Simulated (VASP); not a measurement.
# ZnS (P3m1) in VASP: further runs

ZnS is run at these levels: PBE; tasks: electric field gradients.

Program: VASP 6.6.1. These are calculated values, not measurements. Logs are shortened: lines on timing, memory, paths and dates and some standing lists are left out, and cuts for length are marked.

## (1) The cell of the first run

It takes space group P3m1 (No. 156, trigonal). Conventional cell: a = 3.805 Å, b = 3.805 Å, c = 24.916 Å, α = 90.00°, β = 90.00°, γ = 120.00°. Within 3.0 Å of Zn (site symmetry 3m) lie 4 S at 2.30 to 2.33 Å. Within 3.1 Å of Zn (site symmetry 3m) lie 4 S at 2.33 to 2.43 Å. Within 3.1 Å of Zn (site symmetry 3m) lie 4 S at 2.33 Å. Within 3.1 Å of Zn (site symmetry 3m) lie 4 S at 2.33 Å. Within 3.1 Å of Zn (site symmetry 3m) lie 4 S at 2.33 Å. Within 3.1 Å of Zn (site symmetry 3m) lie 4 S at 2.33 Å. Within 3.1 Å of Zn (site symmetry 3m) lie 4 S at 2.33 Å. Zn (site symmetry 3m) has 4 S at 2.33 Å within 3.1 Å.

## (2) Electric field gradients, PBE (atom 14 (S) moved by 0.10 Å)

Input file INCAR:

```
SYSTEM = ZnS
  ALGO = Normal
  EDIFF = 1E-8
  ENCUT = 520
  GGA = PE
  ISIF = 2
  ISMEAR = -1
  LASPH = .True.
  LCHARG = .False.
  LEFG = .True.
  LREAL = Auto
  LWAVE = .False.
  NBANDS = 86
  NELM = 100
  PREC = Accurate
  SIGMA = 0.02
```

Input file KPOINTS:

```
k-points
0
Gamma
  8 8 2
  0 0 0
```

Input file POSCAR:

```
ZnS
1.0
    3.8050880673      0.0000000000      0.0000000000
   -1.9025440336      3.2953029299      0.0000000000
    0.0000000000      0.0000000000     24.9159345000
Zn S
8 8
Direct
    0.3333333333      0.6666666667      0.1251184100
    0.0000000000      0.0000000000      0.0001589700
    0.6666666667      0.3333333333      0.6250474700
    0.6666666667      0.3333333333      0.8751387000
    0.0000000000      0.0000000000      0.7500222700
    0.3333333333      0.6666666667      0.5000781600
    0.0000000000      0.0000000000      0.3750879400
    0.6666666667      0.3333333333      0.2501284900
    0.6666666667      0.3333333333      0.3437219900
    0.6666666667      0.3333333333      0.7185811600
    0.3333333333      0.6666666667      0.2187340500
    0.0000000000      0.0000000000      0.8436723900
    0.6666666667      0.3333333333      0.9688127500
    0.0000000000      0.0000000000      0.0977395559
    0.3333333333      0.6666666667      0.5936859800
    0.0000000000      0.0000000000      0.4686862100
```

Potentials or basis: VASP PAW PBE potentials, release 64 (Zn, S).

Started as:

```
cat potpaw_PBE.64/Zn/POTCAR potpaw_PBE.64/S/POTCAR > POTCAR
mpirun -np 1 vasp_std > vasp.out
```

OUTCAR:

```text
SYSTEM = ZnS
   EDIFF = 1E-8
   ENCUT = 520
   GGA = PE
   ISIF = 2
   ISMEAR = -1
   LASPH = .True.
   LREAL = Auto
   NELM = 100
   PREC = Accurate

 ion  position               nearest neighbor table
   1  0.333  0.667  0.125-  14 2.30  14 2.30  14 2.30  11 2.33
   2  0.000  0.000  0.000-  13 2.33  13 2.33  13 2.33  14 2.43
   3  0.667  0.333  0.625-  10 2.33  15 2.33  15 2.33  15 2.33
   4  0.667  0.333  0.875-  12 2.33  12 2.33  12 2.33  13 2.33
   5  0.000  0.000  0.750-  10 2.33  10 2.33  10 2.33  12 2.33
   6  0.333  0.667  0.500-  16 2.33  16 2.33  16 2.33  15 2.33
[... 8 lines left out ...]
  15  0.333  0.667  0.594-   3 2.33   3 2.33   3 2.33   6 2.33
  16  0.000  0.000  0.469-   6 2.33   6 2.33   6 2.33   7 2.33

  LATTYP: Found a hexagonal cell.
 ALAT       =     3.8050880673
 C/A-ratio  =     6.5480572484

  Lattice vectors:

 A1 = (   3.8050880673,   0.0000000000,   0.0000000000)
 A2 = (  -1.9025440336,   3.2953029299,   0.0000000000)
 A3 = (   0.0000000000,   0.0000000000,  24.9159345000)

Analysis of symmetry for initial positions (statically):
=====================================================================
 Subroutine PRICEL returns:
 Original cell was already a primitive cell.

 Routine SETGRP: Setting up the symmetry group for a
 hexagonal supercell.

 Subroutine GETGRP returns: Found  6 space group operations
 (whereof  6 operations were pure point group operations)
 out of a pool of 24 trial point group operations.

The static configuration has the point symmetry C_3v.

Analysis of symmetry for dynamics (positions and initial velocities):
=====================================================================
 Subroutine PRICEL returns:
 Original cell was already a primitive cell.

 Routine SETGRP: Setting up the symmetry group for a
 hexagonal supercell.

 Subroutine GETGRP returns: Found  6 space group operations
 (whereof  6 operations were pure point group operations)
 out of a pool of 24 trial point group operations.

The dynamic configuration has the point symmetry C_3v.

 Subroutine INISYM returns: Found  6 space group operations
 (whereof  6 operations are pure point group operations),
 and found     1 'primitive' translations

----------------------------------------------------------------------------------------

                                     Primitive cell

  volume of cell :     312.4189

  direct lattice vectors                    reciprocal lattice vectors
     3.805088067  0.000000000  0.000000000     0.262806007  0.151731119  0.000000000
    -1.902544034  3.295302930  0.000000000     0.000000000  0.303462237  0.000000000
     0.000000000  0.000000000 24.915934500     0.000000000  0.000000000  0.040134959

  length of vectors
     3.805088067  3.805088067 24.915934500     0.303462237  0.303462237  0.040134959

  position of ions in fractional coordinates (direct lattice)
     0.333333333  0.666666667  0.125118410
     0.000000000  0.000000000  0.000158970
     0.666666667  0.333333333  0.625047470
     0.666666667  0.333333333  0.875138700
     0.000000000  0.000000000  0.750022270
     0.333333333  0.666666667  0.500078160
[... 8 lines left out ...]
     0.333333333  0.666666667  0.593685980
     0.000000000  0.000000000  0.468686210

  ion indices of the primitive-cell ions
   primitive index   ion index
                 1           1
                 2           2
                 3           3
                 4           4
                 5           5
                 6           6
[... 8 lines left out ...]
                15          15
                16          16
[... 63 lines left out ...]
   LSORBIT =      F    spin-orbit coupling
   LASPH  =      T    aspherical Exc in radial PAW
   ENCUT  =  520.0 eV  38.22 Ry    6.18 a.u.   7.07  7.07 46.33*2*pi/ulx,y,z
   NELM   =    100;   NELMIN=  2; NELMDL= -5     # of ELM steps
   EDIFF  = 0.1E-07   stopping-criterion for ELM
   LREAL  =      T    real-space projection
   EDIFFG = 0.1E-06   stopping-criterion for IOM
   NSW    =      0    number of steps for IOM
   IBRION =     -1    ionic relax: 0-MD 1-quasi-New 2-CG
   NFREE  =      0    steps in history (QN), initial steepest desc. (CG)
   ISIF   =      2    stress and relaxation
   ISYM   =      2    0-nonsym 1-usesym 2-fastsym
   POTIM  = 0.5000    time-step for ionic-motion
   TEBEG  =    0.0;   TEEND  =   0.0 temperature during run
   PSTRESS=    0.0 pullay stress
   NELECT =     144.0000    total number of electrons
   NUPDOWN=      -1.0000    fix difference up-down
   EMIN   =  10.00;   EMAX   =-10.00  energy-range for DOS
   EFERMI =   0.00;   METHOD = LEGACY
   ISMEAR =    -1;   SIGMA  =   0.02  broadening in eV -4-tet -1-fermi 0-gaus
   EFERMI_NEDOS =   21; number of points for ismear=-14 and -15
   IALGO  =     38    algorithm
   IMIX   =      4    mixing-type and parameters
     AMIX     =   0.40;   BMIX     =  1.00
     AMIX_MAG =   1.60;   BMIX_MAG =  1.00
  volume/ion in A,a.u.               =      19.53       131.77
  Fermi-wavevector in a.u.,A,eV,Ry     =   1.264591  2.389730 21.758289  1.599189
  Thomas-Fermi vector in A             =   2.397888
   LORBIT       =      0    0 simple, 1 ext, 2 COOP (PROOUT), +10 PAW based schemes
   GGA     = PE    functional components
   LHFCALC =     F    Hartree Fock is set to
   AEXX    =    0.0000 exact exchange contribution
   IVDW    =     0    specifies the selected vdW correction
   LEPSILON=     F    determine dielectric tensor
   LRPA    =     F    only Hartree local field effects (RPA)
 non-spin polarized calculation
  energy-cutoff  :      520.00
  volume of cell :      312.42
 maximum number of plane-waves:      8463
   NGX = 15   NGY = 15   NGZ = 93

 number of electron     143.9999940 magnetization

 Free energy of the ion-electron system (eV)
  ---------------------------------------------------
  ext. energy  EPLUGINS =         0.00000000
  ---------------------------------------------------
  free energy    TOTEN  =       -54.67930477 eV

  energy without entropy =      -54.67930477  energy(sigma->0) =      -54.67930477

 E-fermi :   2.7190     XC(G=0):  -9.6767

 val. band max:        2.2676877868   @ k =   0.0000   0.0000   0.0000
 cond. band min:       4.3733515473   @ k =   0.0000   0.0000   0.0000
 fundamental gap:      2.1056637606
 Fermi energy:         2.7189724889

 k-point     1 :       0.0000    0.0000    0.0000
  band No.  band energies     occupation
      1     -11.0671      2.00000
      2     -10.9120      2.00000
      3     -10.8578      2.00000
      4     -10.6075      2.00000
      5     -10.5681      2.00000
      6     -10.2840      2.00000
[... 1729 lines left out ...]
     83       8.1962      0.00000
     84       8.3098      0.00000
 [bands above 84 left out]

------------------------ aborting loop because EDIFF is reached ----------------------------------------

  FORCE on cell =-STRESS in cart. coord.  units (eV):
  Direction    XX          YY          ZZ          XY          YZ          ZX
  --------------------------------------------------------------------------------------
  -------------------------------------------------------------------------------------
  Total        5.4497632      5.4497632      4.4119376      0.0000000      0.0000000     -0.0000000
  in kB       27.9480157     27.9480157     22.6257356      0.0000000      0.0000000     -0.0000000
  external PRESSURE =      26.1739223 kB  Pullay stress =       0.0000000 kB

 VOLUME and BASIS-vectors are now :
 -----------------------------------------------------------------------------
  energy-cutoff  :      520.00
  volume of cell :      312.42
      direct lattice vectors                 reciprocal lattice vectors
     3.805088067  0.000000000  0.000000000     0.262806007  0.151731119  0.000000000
    -1.902544034  3.295302930  0.000000000     0.000000000  0.303462237  0.000000000
     0.000000000  0.000000000 24.915934500     0.000000000  0.000000000  0.040134959

 POSITION                                       TOTAL-FORCE (eV/Angst)
 -----------------------------------------------------------------------------------
     -0.00000      2.19687      3.11744         0.000000     -0.000000      0.270239
      0.00000      0.00000      0.00396        -0.000000     -0.000000      0.425000
      1.90254      1.09843     15.57364         0.000000     -0.000000     -0.052662
      1.90254      1.09843     21.80490        -0.000000     -0.000000     -0.038562
      0.00000      0.00000     18.68751         0.000000     -0.000000     -0.048030
     -0.00000      2.19687     12.45991        -0.000000      0.000000     -0.044777
[... 8 lines left out ...]
     -0.00000      2.19687     14.79224         0.000000     -0.000000      0.040853
      0.00000      0.00000     11.67775         0.000000     -0.000000      0.046126
 -----------------------------------------------------------------------------------
    total drift:                               -0.000001     -0.000007      0.004041

  FREE ENERGIE OF THE ION-ELECTRON SYSTEM (eV)
  ---------------------------------------------------
  free  energy   TOTEN  =       -54.6793047677 eV

  energy  without entropy=      -54.6793047677  energy(sigma->0) =      -54.67930477

 Electric field gradients (V/A^2)
---------------------------------------------------------------------
 ion       V_xx      V_yy      V_zz      V_xy      V_xz      V_yz
---------------------------------------------------------------------
   1      -4.147    -4.140     8.288     0.006    -0.000     0.000
   2      -7.260    -7.260    14.520     0.000     0.000    -0.000
   3      -0.551    -0.545     1.096     0.006     0.000    -0.000
   4      -0.459    -0.453     0.912     0.006    -0.000     0.000
   5      -0.171    -0.170     0.341     0.001     0.000    -0.000
   6      -0.614    -0.607     1.221     0.006     0.000    -0.000
[... 8 lines left out ...]
  15       0.099     0.099    -0.198    -0.000     0.000    -0.000
  16       0.079     0.079    -0.158     0.001     0.000    -0.000
---------------------------------------------------------------------

 Electric field gradients after diagonalization (V/A^2)
 (convention: |V_zz| > |V_xx| > |V_yy|)
----------------------------------------------------------------------
 ion       V_xx      V_yy      V_zz     asymmetry (V_yy - V_xx)/ V_zz
----------------------------------------------------------------------
   1      -4.150    -4.137     8.288       0.002
   2      -7.261    -7.260    14.520       0.000
   3      -0.554    -0.541     1.096       0.012
   4      -0.463    -0.450     0.912       0.014
   5      -0.171    -0.170     0.341       0.004
   6      -0.617    -0.604     1.221       0.011
[... 8 lines left out ...]
  15       0.099     0.098    -0.198       0.005
  16       0.080     0.078    -0.158       0.008
----------------------------------------------------------------------

           NMR quadrupolar parameters

 Cq : quadrupolar parameter    Cq=e*Q*V_zz/h
 eta: asymmetry parameters     (V_yy - V_xx)/ V_zz
 Q  : nuclear electric quadrupole moment in mb (millibarn)
----------------------------------------------------------------------
 ion       Cq(MHz)       eta       Q (mb)
----------------------------------------------------------------------
   1       0.020       0.002       1.000
   2       0.035       0.000       1.000
   3       0.003       0.012       1.000
   4       0.002       0.014       1.000
   5       0.001       0.004       1.000
   6       0.003       0.011       1.000
[... 8 lines left out ...]
  15      -0.000       0.005       1.000
  16      -0.000       0.008       1.000
----------------------------------------------------------------------
```

Run time: 37 min. Hardware: 1 thread of Oxide Virtual Turin-like, shared host; peak memory 0.55 GiB.

Results:

```
Free energy                             : -54.6793 eV
Pressure                                : 2.6 GPa
Largest force                           : 0.926 eV/Å
Band gap on the k mesh                  : 2.11 eV
Largest electric field gradient by atom : Zn +8.3, +14.5, +1.1, +0.9, +0.3, +1.2, +1.3 (each value once); S -0.2, +0.2, -2.4, +1.8, +2.9, -2.1 (each value once) V/Å²
```

Forces in eV/Å, atoms in the order of the input:
```
Zn   0.000  0.000  0.270
Zn   0.000  0.000  0.425
Zn   0.000  0.000 -0.053
Zn   0.000  0.000 -0.039
Zn   0.000  0.000 -0.048
Zn   0.000  0.000 -0.045
Zn   0.000  0.000 -0.043
Zn   0.000  0.000 -0.033
S    0.000  0.000  0.044
S    0.000  0.000  0.038
S    0.000  0.000  0.144
S    0.000  0.000  0.046
S    0.000  0.000  0.131
S    0.000  0.000 -0.926
S    0.000  0.000  0.041
S    0.000  0.000  0.046
```

Stress tensor (GPa, compression positive):
```
2.79 0.00 0.00
0.00 2.79 0.00
0.00 0.00 2.26
```

Electric field gradients, principal values (V/Å²):
```csv
atom,least,middle,greatest (by size)
1 Zn,-4.137,-4.150,8.288
2 Zn,-7.260,-7.261,14.520
3 Zn,-0.541,-0.554,1.096
4 Zn,-0.450,-0.463,0.912
5 Zn,-0.170,-0.171,0.341
6 Zn,-0.604,-0.617,1.221
7 Zn,-0.629,-0.630,1.260
8 Zn,-0.558,-0.571,1.129
9 S,0.089,0.091,-0.180
10 S,-0.099,-0.101,0.200
11 S,1.211,1.212,-2.423
12 S,-0.907,-0.908,1.815
13 S,-1.453,-1.454,2.907
14 S,1.074,1.075,-2.149
15 S,0.098,0.099,-0.198
16 S,0.078,0.080,-0.158
```

Caveat: the cell differs from its parent crystal (atom 14 (S) moved by 0.10 Å); without QUAD_EFG the Cq values of the log hold for a quadrupole moment of 1 mb, not for the nuclei. A k mesh can miss the band edges.

(Continued in part 2 of 3.)
